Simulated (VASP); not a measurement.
# FeO: single point with revPBE

The system is FeO.

```
Fe O
1.0
     0.00000    2.12627    2.12627
     2.12627    0.00000    2.12627
     2.12627    2.12627    0.00000
Fe O
1 1
Direct
  0.00000 0.00000 0.00000
  0.50000 0.50000 0.50000
```

- Program: VASP 6.6.1
- Task: single point
- Functional: revPBE
- Potentials or basis: VASP PAW PBE potentials, release 64 (Fe, O)
- Cutoff: 520 eV
- k mesh: 11 × 11 × 11
- Occupations: fermi-dirac, width 0.05 eV
- Spin: collinear spin, ferromagnetic start
- Starting moments: [3.0, 0.0] μB

The pressure is 12.5 GPa and the band gap on the k mesh is zero (filled and empty bands overlap). The net moment is 4.00 μB per cell, the site moments are Fe +3.62; O +0.31 μB and the valence electrons inside the program's atomic spheres are Fe 6.79; O 5.03.

Levels at points of the mesh, in eV from the Fermi level:
Spin up:
```csv
k point,band 5,band 6,band 7,band 8,band 9,band 10,band 11,band 12,band 13,band 14
"(0.00, 0.00, 0.00)",-3.97,-3.97,-3.97,-3.74,-3.74,0.32,15.63,17.38,17.38,17.38
```
Spin down:
| k point | band 2 | band 3 | band 4 | band 5 | band 6 | band 7 | band 8 | band 9 |
| --- | --- | --- | --- | --- | --- | --- | --- | --- |
| (0.00, 0.00, 0.00) | -3.39 | -3.39 | -3.39 | -0.79 | -0.78 | -0.78 | 0.21 | 0.21 |

Wall time 46 s on 1 thread of Intel Xeon 8259CL, on a shared host, peak memory 0.17 GiB.

Caveat: the cell stands under pressure; the PAW data sets were made with another functional, which shifts forces and pressure a little; a cell with one magnetic atom can't hold antiferromagnetic order, which such compounds often take; semilocal functionals often make such compounds metallic where correlation or magnetic order opens a gap, which also shifts bond lengths. With open d or f shells a metallic result of revPBE can be an artefact of self-interaction; +U or a hybrid may open a gap.
